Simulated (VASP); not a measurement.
# C (C2/m) in VASP: further runs

The runs below take C through electric field gradients, with PBE.

Everything below comes from runs of VASP 6.6.1. Logs are shortened: lines on timing, memory, paths and dates and some standing lists are left out, and cuts for length are marked.

## Step 1: The cell of the first run

The structure is monoclinic, space group C2/m (No. 12). The conventional cell has a = 3.638 Å, b = 2.100 Å, c = 3.403 Å, α = 90.00°, β = 90.00°, γ = 90.00°. C (site symmetry m) has 1 C at 1.34 Å within 1.8 Å.

## Step 2: Electric field gradients, PBE (shortest bond scaled by 0.64)

INCAR reads:

```
ALGO = Normal
EDIFF = 1E-8
ENCUT = 520
GGA = PE
ISIF = 2
ISMEAR = -1
LASPH = True
LCHARG = False
LEFG = True
LREAL = False
LWAVE = False
NBANDS = 11
NELM = 100
PREC = Accurate
SIGMA = 0.05
```

KPOINTS reads:

```
k-points
0
Gamma
  16 16 9
```

POSCAR reads:

```
C
1.0
    2.1003865828      0.0000000000      0.0000000000
   -1.0501932914      1.8189881384      0.0000000000
    0.0000000000      0.0000000000      3.4026262641
C
2
Direct
    0.2133333333      0.6066666667      0.1600000000
    0.7866666667      0.3933333333      0.8400000000
```

Potentials or basis: VASP PAW PBE potentials, release 64 (C).

Launch:

```bash
cat potpaw_PBE.64/C/POTCAR > POTCAR
mpirun -np 1 vasp_std > vasp.out
```

OUTCAR:

```text
EDIFF = 1E-8
   ENCUT = 520
   GGA = PE
   ISIF = 2
   ISMEAR = -1
   LASPH = True
   LREAL = False
   NELM = 100
   PREC = Accurate

 ion  position               nearest neighbor table
   1  0.213  0.607  0.160-   2 1.34   2 1.84   2 1.84
   2  0.787  0.393  0.840-   1 1.34   1 1.84   1 1.84

  LATTYP: Found a hexagonal cell.
 ALAT       =     2.1003865828
 C/A-ratio  =     1.6200000000

  Lattice vectors:

 A1 = (   2.1003865828,   0.0000000000,   0.0000000000)
 A2 = (  -1.0501932914,   1.8189881384,   0.0000000000)
 A3 = (   0.0000000000,   0.0000000000,   3.4026262641)

Analysis of symmetry for initial positions (statically):
=====================================================================
 Subroutine PRICEL returns:
 Original cell was already a primitive cell.

 Routine SETGRP: Setting up the symmetry group for a
 hexagonal supercell.

 Subroutine GETGRP returns: Found  4 space group operations
 (whereof  4 operations were pure point group operations)
 out of a pool of 24 trial point group operations.

The static configuration has the point symmetry C_2h.

Analysis of symmetry for dynamics (positions and initial velocities):
=====================================================================
 Subroutine PRICEL returns:
 Original cell was already a primitive cell.

 Routine SETGRP: Setting up the symmetry group for a
 hexagonal supercell.

 Subroutine GETGRP returns: Found  4 space group operations
 (whereof  4 operations were pure point group operations)
 out of a pool of 24 trial point group operations.

The dynamic configuration has the point symmetry C_2h.

 Subroutine INISYM returns: Found  4 space group operations
 (whereof  4 operations are pure point group operations),
 and found     1 'primitive' translations

----------------------------------------------------------------------------------------

                                     Primitive cell

  volume of cell :      13.0000

  direct lattice vectors                    reciprocal lattice vectors
     2.100386583  0.000000000  0.000000000     0.476102832  0.274878098  0.000000000
    -1.050193291  1.818988138  0.000000000     0.000000000  0.549756196  0.000000000
     0.000000000  0.000000000  3.402626264     0.000000000  0.000000000  0.293890637

  length of vectors
     2.100386583  2.100386583  3.402626264     0.549756196  0.549756196  0.293890637

  position of ions in fractional coordinates (direct lattice)
     0.213333333  0.606666667  0.160000000
     0.786666667  0.393333333  0.840000000

  ion indices of the primitive-cell ions
   primitive index   ion index
                 1           1
                 2           2

----------------------------------------------------------------------------------------

 KPOINTS: k-points

Automatic generation of k-mesh.
 Grid dimensions read from file:
 generate k-points for:   16   16    9

 Generating k-lattice:

  Cartesian coordinates                     Fractional coordinates (reciprocal lattice)
     0.029756427  0.017179881  0.000000000     0.062500000  0.000000000  0.000000000
     0.000000000  0.034359762  0.000000000     0.000000000  0.062500000  0.000000000
     0.000000000  0.000000000  0.032654515     0.000000000  0.000000000  0.111111111

  Length of vectors
     0.034359762  0.034359762  0.032654515

  Shift w.r.t. Gamma in fractional coordinates (k-lattice)
     0.000000000  0.000000000  0.000000000

 Subroutine IBZKPT returns following result:
 ===========================================

 Found    617 irreducible k-points:

 Following reciprocal coordinates:
            Coordinates               Weight
  0.000000  0.000000  0.000000      1.000000
  0.062500  0.000000  0.000000      2.000000
  0.000000  0.062500  0.000000      4.000000
  0.125000  0.000000  0.000000      2.000000
  0.000000  0.125000  0.000000      4.000000
  0.187500  0.000000  0.000000      2.000000
[... 16 lines left out ...]
  0.187500  0.062500  0.000000      4.000000
 -0.062500  0.250000  0.000000      4.000000
 [... further k-points ...]
   k-points           NKPTS =    617   k-points in BZ     NKDIM =    617   number of bands    NBANDS=     11
   number of dos      NEDOS =    301   number of ions     NIONS =      2
   total plane-waves  NPLWV =   7168
   dimension x,y,z NGX =    16 NGY =   16 NGZ =   28
   dimension x,y,z NGXF=    32 NGYF=   32 NGZF=   56
   ions per type =               2
   NGX,Y,Z   is equivalent  to a cutoff of  12.66, 12.66, 13.68 a.u.
   NGXF,Y,Z  is equivalent  to a cutoff of  25.33, 25.33, 27.36 a.u.
 SYSTEM =  unknown system
   PREC   = accura    normal or accurate (medium, high low for compatibility)
   ISTART =      0    job   : 0-new  1-cont  2-samecut
   ICHARG =      2    charge: 1-file 2-atom 10-const
   ISPIN  =      1    spin polarized calculation?
   LNONCOLLINEAR =      F non collinear calculations
   LSORBIT =      F    spin-orbit coupling
   LASPH  =      T    aspherical Exc in radial PAW
   ENCUT  =  520.0 eV  38.22 Ry    6.18 a.u.   3.91  3.91  6.33*2*pi/ulx,y,z
   NELM   =    100;   NELMIN=  2; NELMDL= -5     # of ELM steps
   EDIFF  = 0.1E-07   stopping-criterion for ELM
   LREAL  =      F    real-space projection
   EDIFFG = 0.1E-06   stopping-criterion for IOM
   NSW    =      0    number of steps for IOM
   IBRION =     -1    ionic relax: 0-MD 1-quasi-New 2-CG
   NFREE  =      0    steps in history (QN), initial steepest desc. (CG)
   ISIF   =      2    stress and relaxation
   ISYM   =      2    0-nonsym 1-usesym 2-fastsym
   POTIM  = 0.5000    time-step for ionic-motion
   TEBEG  =    0.0;   TEEND  =   0.0 temperature during run
   PSTRESS=    0.0 pullay stress
   NELECT =       8.0000    total number of electrons
   NUPDOWN=      -1.0000    fix difference up-down
   EMIN   =  10.00;   EMAX   =-10.00  energy-range for DOS
   EFERMI =   0.00;   METHOD = LEGACY
   ISMEAR =    -1;   SIGMA  =   0.05  broadening in eV -4-tet -1-fermi 0-gaus
   EFERMI_NEDOS =   21; number of points for ismear=-14 and -15
   IALGO  =     38    algorithm
   IMIX   =      4    mixing-type and parameters
     AMIX     =   0.40;   BMIX     =  1.00
     AMIX_MAG =   1.60;   BMIX_MAG =  1.00
  volume/ion in A,a.u.               =       6.50        43.86
  Fermi-wavevector in a.u.,A,eV,Ry     =   1.392485  2.631414 26.381875  1.939013
  Thomas-Fermi vector in A             =   2.516223
   LORBIT       =      0    0 simple, 1 ext, 2 COOP (PROOUT), +10 PAW based schemes
   GGA     = PE    functional components
   LHFCALC =     F    Hartree Fock is set to
   AEXX    =    0.0000 exact exchange contribution
   IVDW    =     0    specifies the selected vdW correction
   LEPSILON=     F    determine dielectric tensor
   LRPA    =     F    only Hartree local field effects (RPA)
 non-spin polarized calculation
  energy-cutoff  :      520.00
  volume of cell :       13.00
 maximum number of plane-waves:       360
   NGX =  7   NGY =  7   NGZ = 13

 number of electron       8.0000000 magnetization

 Free energy of the ion-electron system (eV)
  ---------------------------------------------------
  ext. energy  EPLUGINS =         0.00000000
  ---------------------------------------------------
  free energy    TOTEN  =       -10.28893797 eV

  energy without entropy =      -10.28381938  energy(sigma->0) =      -10.28637868

 E-fermi :   8.0288     XC(G=0): -12.7968

 val. band max:        8.0218999000   @ k =   0.3750   0.0625   0.0000
 cond. band min:       8.0331056015   @ k =   0.3125   0.0625   0.3333
 fundamental gap:      0.0112057014
 Fermi energy:         8.0288450742

 k-point     1 :       0.0000    0.0000    0.0000
  band No.  band energies     occupation
      1     -14.2628      2.00000
      2      -0.4678      2.00000
      3       0.8343      2.00000
      4      12.4893      0.00000
      5      14.4237      0.00000
      6      16.8279      0.00000
      7      16.8422      0.00000
      8      28.2661      0.00000
      9      29.4390      0.00000
     10      34.6033      0.00000
     11      36.6256      0.00000

 k-point     2 :       0.0625    0.0000    0.0000
  band No.  band energies     occupation
      1     -14.1228      2.00000
      2      -0.3546      2.00000
      3       0.9795      2.00000
      4      11.7741      0.00000
      5      13.8251      0.00000
      6      16.9640      0.00000
      7      17.2524      0.00000
      8      27.7803      0.00000
      9      29.2650      0.00000
     10      33.7547      0.00000
     11      36.7187      0.00000
[... 295 lines left out ...]
 k-point    24 :      -0.0625    0.2500    0.0000
  band No.  band energies     occupation
      1     -12.4323      2.00000
      2       1.1381      2.00000
      3       2.2686      2.00000
      4       7.2062      2.00000
      5      11.0261      0.00000
      6      14.3923      0.00000
      7      16.1922      0.00000
      8      26.5378      0.00000
      9      29.0906      0.00000
     10      32.8235      0.00000
     11      35.9490      0.00000

 [... further k-points ...]
[... 5 lines left out ...]
  --------------------------------------------------------------------------------------
  -------------------------------------------------------------------------------------
  Total        6.9435960      6.0209436      3.1817792      0.7990404      1.3980646      2.4215221
  in kB      855.7593953    742.0476450    392.1364967     98.4772644    172.3036485    298.4390589
  external PRESSURE =     663.3145123 kB  Pullay stress =       0.0000000 kB

 VOLUME and BASIS-vectors are now :
 -----------------------------------------------------------------------------
  energy-cutoff  :      520.00
  volume of cell :       13.00
      direct lattice vectors                 reciprocal lattice vectors
     2.100386583  0.000000000  0.000000000     0.476102832  0.274878098  0.000000000
    -1.050193291  1.818988138  0.000000000     0.000000000  0.549756196  0.000000000
     0.000000000  0.000000000  3.402626264     0.000000000  0.000000000  0.293890637

 POSITION                                       TOTAL-FORCE (eV/Angst)
 -----------------------------------------------------------------------------------
     -0.18903      1.10352      0.54442         1.140311      0.658359      2.609721
      1.23923      0.71547      2.85821        -1.140311     -0.658359     -2.609721
 -----------------------------------------------------------------------------------
    total drift:                               -0.000000      0.000000      0.000000

  FREE ENERGIE OF THE ION-ELECTRON SYSTEM (eV)
  ---------------------------------------------------
  free  energy   TOTEN  =       -10.2889379680 eV

  energy  without entropy=      -10.2838193840  energy(sigma->0) =      -10.28637868

 Electric field gradients (V/A^2)
---------------------------------------------------------------------
 ion       V_xx      V_yy      V_zz      V_xy      V_xz      V_yz
---------------------------------------------------------------------
   1      16.203    25.052   -41.255    -7.663   -41.409   -23.907
   2      16.203    25.052   -41.255    -7.663   -41.409   -23.907
---------------------------------------------------------------------

 Electric field gradients after diagonalization (V/A^2)
 (convention: |V_zz| > |V_xx| > |V_yy|)
----------------------------------------------------------------------
 ion       V_xx      V_yy      V_zz     asymmetry (V_yy - V_xx)/ V_zz
----------------------------------------------------------------------
   1      39.937    29.476   -69.414       0.151
   2      39.937    29.476   -69.414       0.151
----------------------------------------------------------------------

           NMR quadrupolar parameters

 Cq : quadrupolar parameter    Cq=e*Q*V_zz/h
 eta: asymmetry parameters     (V_yy - V_xx)/ V_zz
 Q  : nuclear electric quadrupole moment in mb (millibarn)
----------------------------------------------------------------------
 ion       Cq(MHz)       eta       Q (mb)
----------------------------------------------------------------------
   1      -0.168       0.151       1.000
   2      -0.168       0.151       1.000
----------------------------------------------------------------------
```

Run time: 38 s. Hardware: 1 thread of AMD EPYC 9R45 (Zen 5), shared host; peak memory 0.14 GiB.

Results:

```
Free energy            : -10.2889 eV
Pressure               : 66.3 GPa
Largest force          : 2.923 eV/Å
Band gap on the k mesh : zero (band 4 reaches 13.34 eV, above the bottom of band 5 at 6.23 eV)
```

Forces in eV/Å, atoms in the order of the input:
```
C    1.140  0.658  2.610
C   -1.140 -0.658 -2.610
```

Levels at points of the mesh, in eV from the Fermi level:
| k point | band 1 | band 2 | band 3 | band 4 | band 5 | band 6 | band 7 | band 8 |
| --- | --- | --- | --- | --- | --- | --- | --- | --- |
| (0.00, 0.00, 0.00) | -22.29 | -8.50 | -7.19 | 4.46 | 6.39 | 8.80 | 8.81 | 20.24 |
| (0.50, 0.00, 0.00) | -14.45 | -12.54 | -1.85 | -1.27 | 0.32 | 3.19 | 7.37 | 9.94 |
| (0.00, 0.50, 0.00) | -14.56 | -12.08 | -2.00 | -0.97 | 0.61 | 2.76 | 4.31 | 10.55 |

Electric field gradients, principal values (V/Å²):
```
atom   least  middle  greatest (by size)
 1 C  29.476  39.937             -69.414
 2 C  29.476  39.937             -69.414
```

Caveat: the cell differs from its parent crystal (shortest bond scaled by 0.64); without QUAD_EFG the Cq values of the log hold for a quadrupole moment of 1 mb, not for the nuclei; forces of over 1 eV/Å act on the atoms, so gaps and moduli don't describe the material at rest.

(Part 1 of 2 ends here.)
